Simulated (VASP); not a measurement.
A run of VASP 6.6.1 is set up as follows.

INCAR

```
SYSTEM = TePb
PREC     = Accurate       ! precision mode
ENCUT    = 520            ! plane-wave cutoff, eV
EDIFF    = 1E-6           ! SCF threshold, eV
ISMEAR   = 0              ! smearing method
SIGMA    = 0.02           ! smearing width, eV
LREAL    = .False.        ! projectors in reciprocal space
LASPH    = .True.         ! aspherical terms in the spheres
NELM     = 60             ! most SCF steps
ALGO     = Normal         ! electronic algorithm
ISIF     = 2              ! what is computed and relaxed
LWAVE    = .False.        ! write WAVECAR
LCHARG   = .True.         ! write CHGCAR
GGA      = PE             ! functional
LELF     = .True.         ! ELF
LVHAR    = .True.       
NBANDS   = 17             ! bands
```

The input KPOINTS:

```
Automatic mesh
0
Gamma
  8 8 8
  0 0 0
```

File POSCAR:

```
TePb
1.0
    0.0000000000      3.2848048909      3.2848048909
    3.2848048909      0.0000000000      3.2848048909
    3.2848048909      3.2848048909      0.0000000000
Te Pb
1 1
Direct
    0.0000000000      0.0000000000      0.0000000000
    0.5000000000      0.5000000000      0.5000000000
```

Potentials or basis: VASP PAW PBE potentials, release 64 (Te, Pb_d).

Command:

```console
$ cat potpaw_PBE.64/Te/POTCAR potpaw_PBE.64/Pb_d/POTCAR > POTCAR
$ mpirun -np 1 vasp_std > vasp.out
```

Q: What does it give for the pressure?

A: -0.1 GPa.

Q: Predict the band gap on the k mesh.

A: 0.83 eV, direct.

Caveat: spin-orbit coupling is left out, which moves the levels of the heavy elements. A k mesh can miss the band edges.
